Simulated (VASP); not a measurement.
A run of VASP 6.6.1 is set up as follows.

Contents of INCAR:

```
PREC = Accurate
ENCUT = 520
EDIFF = 1E-7
ISMEAR = 0
SIGMA = 0.1
LREAL = False
LASPH = True
NELM = 100
ALGO = Fast
ISIF = 2
LWAVE = False
LCHARG = False
GGA = PE
NBANDS = 31
```

KPOINTS

```
regular mesh
0
Gamma
  8 8 6
```

The input POSCAR:

```
TiAl3
1.0
    1.9226734294      1.9226734294     -4.3114047962
    1.9226734294      1.9226734294      4.3114047962
    3.8453468587     -3.8453468587      0.0000000000
Ti Al
2 6
Direct
    0.5000000000      0.5000000000      0.5000000000
    0.0000000000      0.0000000000      0.0000000000
    0.5000000000      0.5000000000      0.0000000000
    0.0000000000      0.0000000000      0.5000000000
    0.0000000000      0.5000000000      0.7500000000
    0.5000000000      0.0000000000      0.2500000000
    0.0000000000      0.5000000000      0.2500000000
    0.5000000000      0.0000000000      0.7500000000
```

Potentials or basis: VASP PAW PBE potentials, release 64 (Ti_sv, Al).

Command:

```sh
$ cat potpaw_PBE.64/Ti_sv/POTCAR potpaw_PBE.64/Al/POTCAR > POTCAR
$ mpirun -np 1 vasp_std > vasp.out
```

Problem. Estimate the band gap on the k mesh.

Solution. Zero (band 21 reaches 8.67 eV, above the bottom of band 22 at 6.95 eV).

Problem. What does it give for the pressure?

Solution. -0.1 GPa.

Stress tensor (GPa, compression positive):
```
-0.02  0.05  0.00
 0.05 -0.02  0.00
 0.00  0.00 -0.12
```
